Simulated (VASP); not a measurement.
# NaCl (Fm-3m) in VASP: notebook, part 2 of 2

VASP 6.6.1. Earlier steps stand in the parts before.

## Step 5: Single point, r2SCAN

This run uses another cell than the first one, of 16.64 Å³/atom.

POSCAR reads:

```
NaCl
1.0
    2.5532366115      2.5532366115      0.0000000000
   -2.5532366115      2.5532366115      0.0000000000
    0.0000000000      2.5532366115      2.5532366115
Na Cl
1 1
Direct
    0.0000000000      0.0000000000      0.0000000000
    0.5000000000      0.5000000000      0.0000000000
```

INCAR.step1 reads:

```
SYSTEM = NaCl
ALGO     = Normal         ! electronic algorithm
EDIFF    = 1E-5           ! SCF threshold, eV
ENCUT    = 550            ! plane-wave cutoff, eV
GGA      = PE             ! functional
GGA_COMPAT= .FALSE.      
ISMEAR   = 0              ! smearing method
LASPH    = .TRUE.         ! aspherical terms in the spheres
LCHARG   = .FALSE.        ! write CHGCAR
LREAL    = .FALSE.        ! projectors in reciprocal space
LWAVE    = .TRUE.         ! write WAVECAR
NBANDS   = 14             ! bands
NELM     = 120            ! most SCF steps
PREC     = Accurate       ! precision mode
SIGMA    = 0.01           ! smearing width, eV
```

INCAR.step2 reads:

```
SYSTEM = NaCl
ALGO     = Normal         ! electronic algorithm
EDIFF    = 1E-6           ! SCF threshold, eV
ENCUT    = 550            ! plane-wave cutoff, eV
GGA_COMPAT= .FALSE.      
ISIF     = 2              ! what is computed and relaxed
ISMEAR   = 0              ! smearing method
ISTART   = 1            
LASPH    = .TRUE.         ! aspherical terms in the spheres
LCHARG   = .FALSE.        ! write CHGCAR
LMIXTAU  = .TRUE.       
LREAL    = .FALSE.        ! projectors in reciprocal space
LWAVE    = .FALSE.        ! write WAVECAR
METAGGA  = R2SCAN         ! meta-GGA
NBANDS   = 14             ! bands
NELM     = 120            ! most SCF steps
PREC     = Accurate       ! precision mode
SIGMA    = 0.01           ! smearing width, eV
```

KPOINTS reads:

```
k-points
0
G
  8 8 8
  0 0 0
```

Potentials or basis: VASP PAW PBE potentials, release 64 (Na_pv, Cl).

The run is started by

```console
cat potpaw_PBE.64/Na_pv/POTCAR potpaw_PBE.64/Cl/POTCAR > POTCAR
cp INCAR.step1 INCAR
mpirun -np 1 vasp_std > vasp.out
cp INCAR.step2 INCAR
mpirun -np 1 vasp_std > vasp.out
```

OUTCAR:

```text
SYSTEM = NaCl
   EDIFF = 1E-6
   ENCUT = 550
   ISIF = 2
   ISMEAR = 0
   ISTART = 1
   LASPH = .TRUE.
   LREAL = .FALSE.
   METAGGA = R2SCAN
   NELM = 120
   PREC = Accurate

 ion  position               nearest neighbor table
   1  0.000  0.000  0.000-   2 2.55   2 2.55   2 2.55   2 2.55   2 2.55   2 2.55
   2  0.500  0.500  0.000-   1 2.55   1 2.55   1 2.55   1 2.55   1 2.55   1 2.55

  LATTYP: Found a face centered cubic cell.
 ALAT       =     5.1064732230

  Lattice vectors:

 A1 = (   0.0000000000,   2.5532366115,   2.5532366115)
 A2 = (   2.5532366115,   0.0000000000,   2.5532366115)
 A3 = (   2.5532366115,   2.5532366115,   0.0000000000)

Analysis of symmetry for initial positions (statically):
=====================================================================
 Subroutine PRICEL returns:
 Original cell was already a primitive cell.

 Routine SETGRP: Setting up the symmetry group for a
 face centered cubic supercell.

 Subroutine GETGRP returns: Found 48 space group operations
 (whereof 48 operations were pure point group operations)
 out of a pool of 48 trial point group operations.

The static configuration has the point symmetry O_h .

[... 176 lines left out ...]
      8       8.4446      0.00000
      9      12.8456      0.00000
     10      12.8456      0.00000
     11      12.8456      0.00000
     12      15.5351      0.00000
     13      15.5352      0.00000
     14      17.8082      0.00000
[... 377 lines left out ...]
      1     -20.2909      2.00000
      2     -20.2276      2.00000
      3     -20.2147      2.00000
      4     -12.3180      2.00000
      5      -1.6596      2.00000
      6      -0.3251      2.00000
      7       0.2303      2.00000
      8      10.7112      0.00000
      9      12.1823      0.00000
     10      13.6918      0.00000
     11      14.6057      0.00000
     12      17.7138      0.00000
     13      19.8166      0.00000
     14      20.5174      0.00000

 [... further k-points ...]

------------------------ aborting loop because EDIFF is reached ----------------------------------------

  FORCE on cell =-STRESS in cart. coord.  units (eV):
  Direction    XX          YY          ZZ          XY          YZ          ZX
  --------------------------------------------------------------------------------------
  -------------------------------------------------------------------------------------
  Total        3.0662290      3.0662290      3.0662290      0.0000000      0.0000000      0.0000000
  in kB      147.5747255    147.5747255    147.5747255      0.0000000      0.0000000      0.0000000
  external PRESSURE =     147.5747255 kB  Pullay stress =       0.0000000 kB

 VOLUME and BASIS-vectors are now :
 -----------------------------------------------------------------------------
  energy-cutoff  :      550.00
  volume of cell :       33.29
      direct lattice vectors                 reciprocal lattice vectors
     2.553236612  2.553236612  0.000000000     0.195829872  0.195829872 -0.195829872
    -2.553236612  2.553236612  0.000000000    -0.195829872  0.195829872 -0.195829872
     0.000000000  2.553236612  2.553236612     0.000000000  0.000000000  0.391659745

 POSITION                                       TOTAL-FORCE (eV/Angst)
 -----------------------------------------------------------------------------------
      0.00000      0.00000      0.00000         0.000000     -0.000000      0.000000
      0.00000      2.55324      0.00000        -0.000000      0.000000      0.000000
 -----------------------------------------------------------------------------------
    total drift:                               -0.000000      0.000000     -0.000000

  FREE ENERGIE OF THE ION-ELECTRON SYSTEM (eV)
  ---------------------------------------------------
  free  energy   TOTEN  =       -13.4260348249 eV

  energy  without entropy=      -13.4260348249  energy(sigma->0) =      -13.42603482
```

OUTCAR.step1:

```text
SYSTEM = NaCl
   EDIFF = 1E-5
   ENCUT = 550
   GGA = PE
   ISMEAR = 0
   LASPH = .TRUE.
   LREAL = .FALSE.
[... 628 lines left out ...]
      0.00000      0.00000      0.00000        -0.000000     -0.000000      0.000000
      0.00000      2.55324      0.00000         0.000000      0.000000      0.000000
 -----------------------------------------------------------------------------------
    total drift:                               -0.000000      0.000000     -0.000000

  FREE ENERGIE OF THE ION-ELECTRON SYSTEM (eV)
  ---------------------------------------------------
  free  energy   TOTEN  =        -6.2833259930 eV

  energy  without entropy=       -6.2833259930  energy(sigma->0) =       -6.28332599
```

OSZICAR.step1:

```text
N       E                     dE             d eps       ncg     rms          rms(c)
DAV:   1     0.106905242079E+03    0.10691E+03   -0.74759E+03   812   0.114E+03
DAV:   2     0.761780322817E+00   -0.10614E+03   -0.98788E+02   886   0.311E+02
DAV:   3    -0.636384807203E+01   -0.71256E+01   -0.70843E+01  1040   0.736E+01
DAV:   4    -0.646588457054E+01   -0.10204E+00   -0.10200E+00   950   0.889E+00
DAV:   5    -0.646777543780E+01   -0.18909E-02   -0.18908E-02  1030   0.127E+00    0.248E+00
DAV:   6    -0.629627976759E+01    0.17150E+00   -0.24264E-01  1074   0.362E+00    0.188E+00
DAV:   7    -0.628002281299E+01    0.16257E-01   -0.84025E-02  1024   0.208E+00    0.124E+00
DAV:   8    -0.628338339897E+01   -0.33606E-02   -0.72919E-03   902   0.875E-01    0.296E-01
DAV:   9    -0.628327834480E+01    0.10505E-03   -0.18673E-04  1016   0.147E-01    0.104E-01
DAV:  10    -0.628332214207E+01   -0.43797E-04   -0.74913E-05   926   0.110E-01    0.951E-03
DAV:  11    -0.628332599304E+01   -0.38510E-05   -0.60594E-06   978   0.257E-02
   1 F= -.62833260E+01 E0= -.62833260E+01  d E =-.213801E-19
```

Wall time 48 s (1 thread of Intel Xeon Platinum 8559C (Emerald Rapids), shared host); peak memory 0.16 GiB.

Results:

```yaml
Free_energy: -13.4260 eV
Pressure: 14.8 GPa
Band_gap_on_the_k_mesh: 7.48 eV
```

Caveat: the cell stands under pressure; the PAW data sets were made with another functional, which shifts forces and pressure a little.

## Step 6: Single point, r2SCAN

This run uses another cell than the first one, of 16.64 Å³/atom.

POSCAR is that of step 5.

INCAR.step1 reads:

```
PREC = Accurate
ENCUT = 550
ISMEAR = 0
SIGMA = 0.01
LREAL = F
LASPH = T
NELM = 120
NBANDS = 14
GGA = PE
ALGO = Normal
EDIFF = 1E-5
LWAVE = T
LCHARG = F
GGA_COMPAT = F
```

INCAR.step2 reads:

```
PREC = Accurate
ENCUT = 550
EDIFF = 1E-6
ISMEAR = 0
SIGMA = 0.01
LREAL = F
LASPH = T
NELM = 120
ALGO = Normal
ISIF = 2
LWAVE = F
LCHARG = F
METAGGA = R2SCAN
LMIXTAU = T
NBANDS = 14
ISTART = 1
GGA_COMPAT = F
```

KPOINTS reads:

```
Automatic mesh
0
Gamma
  8 8 8
```

Potentials or basis: VASP PAW PBE potentials, release 64 (Na_pv, Cl).

The run is started by

```console
cat potpaw_PBE.64/Na_pv/POTCAR potpaw_PBE.64/Cl/POTCAR > POTCAR
cp INCAR.step1 INCAR
mpirun -np 1 vasp_std > vasp.out
cp INCAR.step2 INCAR
mpirun -np 1 vasp_std > vasp.out
```

OUTCAR:

```text
PREC = Accurate
   ENCUT = 550
   EDIFF = 1E-6
   ISMEAR = 0
   LREAL = F
   LASPH = T
   NELM = 120
   ISIF = 2
   METAGGA = R2SCAN
   ISTART = 1

 ion  position               nearest neighbor table
   1  0.000  0.000  0.000-   2 2.55   2 2.55   2 2.55   2 2.55   2 2.55   2 2.55
   2  0.500  0.500  0.000-   1 2.55   1 2.55   1 2.55   1 2.55   1 2.55   1 2.55

  LATTYP: Found a face centered cubic cell.
 ALAT       =     5.1064732230

  Lattice vectors:

[... 592 lines left out ...]

 [... further k-points ...]

------------------------ aborting loop because EDIFF is reached ----------------------------------------

  FORCE on cell =-STRESS in cart. coord.  units (eV):
  Direction    XX          YY          ZZ          XY          YZ          ZX
  --------------------------------------------------------------------------------------
  -------------------------------------------------------------------------------------
  Total        3.0662290      3.0662290      3.0662290      0.0000000      0.0000000      0.0000000
  in kB      147.5747255    147.5747255    147.5747255      0.0000000      0.0000000      0.0000000
  external PRESSURE =     147.5747255 kB  Pullay stress =       0.0000000 kB

 VOLUME and BASIS-vectors are now :
 -----------------------------------------------------------------------------
  energy-cutoff  :      550.00
  volume of cell :       33.29
      direct lattice vectors                 reciprocal lattice vectors
     2.553236612  2.553236612  0.000000000     0.195829872  0.195829872 -0.195829872
    -2.553236612  2.553236612  0.000000000    -0.195829872  0.195829872 -0.195829872
     0.000000000  2.553236612  2.553236612     0.000000000  0.000000000  0.391659745

 POSITION                                       TOTAL-FORCE (eV/Angst)
 -----------------------------------------------------------------------------------
      0.00000      0.00000      0.00000         0.000000     -0.000000      0.000000
      0.00000      2.55324      0.00000        -0.000000      0.000000      0.000000
 -----------------------------------------------------------------------------------
    total drift:                               -0.000000      0.000000     -0.000000

  FREE ENERGIE OF THE ION-ELECTRON SYSTEM (eV)
  ---------------------------------------------------
  free  energy   TOTEN  =       -13.4260348249 eV

  energy  without entropy=      -13.4260348249  energy(sigma->0) =      -13.42603482
```

Wall time 49 s (1 thread of Intel Xeon Platinum 8559C (Emerald Rapids), shared host); peak memory 0.15 GiB.

Results:

```
Free energy            : -13.4260 eV
Pressure               : 14.8 GPa
Band gap on the k mesh : 7.48 eV
```

Caveat: the cell stands under pressure; the PAW data sets were made with another functional, which shifts forces and pressure a little.

## Step 7: Summary

| task | cell | gap on the mesh (eV) | pressure (GPa) |
| --- | --- | --- | --- |
| relaxation of cell and atoms | relaxed to 7 GPa from a = 3.965 Å, angles 60.0, 60.0, 90.0°, 2 atoms | 6.85 | 7.0 |
| relaxation of cell and atoms | relaxed to 10 GPa from a = 3.965 Å, angles 60.0, 60.0, 90.0°, 2 atoms | 7.11 | 10.0 |
| relaxation of cell and atoms | relaxed to 15 GPa from a = 3.965 Å, angles 60.0, 60.0, 90.0°, 2 atoms | 7.51 | 15.0 |
| single point | a = 3.611 Å, angles 60.0, 60.0, 90.0°, 2 atoms | 7.48 | 14.8 |

Alike in all rows: level r2SCAN; potentials or basis VASP PAW PBE potentials, release 64 (Na_pv, Cl); no spin polarisation; k mesh 8 × 8 × 8; cutoff (eV) 550; smearing gaussian 0.01 eV.

Caveats: the PAW data sets were made with another functional, which shifts forces and pressure a little; the cell is relaxed towards a set pressure, so the run minimises the enthalpy, not the energy (at least some runs); the volume moved by over 15 % at a fixed basis, so the end points are rough (at least some runs); the cell stands under pressure (at least some runs).

Absolute energies hang on the potentials; compare differences alone.
